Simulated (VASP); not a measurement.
Here is a VASP 6.6.1 calculation.

File INCAR:

```
  ALGO = Normal
  EDIFF = 1E-6
  ENCUT = 520
  GGA = RE
  ISIF = 2
  ISMEAR = -1
  ISPIN = 2
  LASPH = True
  LCHARG = False
  LMAXMIX = 4
  LORBIT = 11
  LREAL = False
  LWAVE = False
  MAGMOM = 1 1 0 0.6 0
  NBANDS = 40
  NELM = 150
  PREC = Accurate
  SIGMA = 0.05
```

File KPOINTS:

```
k-points
0
Gamma
  8 8 2
```

The input POSCAR:

```
NiMoIrPdW
1.0
    2.7757129942      0.0000028968      0.0000000000
   -1.3878590058      2.4038365182      0.0000000000
    0.0000000000      0.0000000000     11.0966437893
Ni Mo Pd Ir W
1 1 1 1 1
Direct
    0.3333333333      0.6666666667      0.5963030348
    0.0000000000      0.0000000000      0.4098262876
    0.6666666667      0.3333333333      0.7958157715
    0.6666666667      0.3333333333      0.1999531996
    0.3333333333      0.6666666667      0.9981017065
```

Potentials or basis: VASP PAW PBE potentials, release 64 (Ni, Mo_sv, Pd, Ir, W_sv).

Run with:

```console
$ cat potpaw_PBE.64/Ni/POTCAR potpaw_PBE.64/Mo_sv/POTCAR potpaw_PBE.64/Pd/POTCAR potpaw_PBE.64/Ir/POTCAR potpaw_PBE.64/W_sv/POTCAR > POTCAR
$ mpirun -np 1 vasp_std > vasp.out
```

**Question.** Predict the pressure.

**Answer.** 0.2 GPa.

**Question.** Predict the largest force.

**Answer.** 0.022 eV/Å.

Forces on the atoms (eV/Å):
```
Ni   0.000  0.000  0.010
Mo   0.000  0.000 -0.007
Pd   0.000  0.000 -0.010
Ir   0.000  0.000  0.022
W    0.000  0.000 -0.016
```

Caveat: the moments typed at the start vanished in this run; the PAW data sets were made with another functional, which shifts forces and pressure a little.
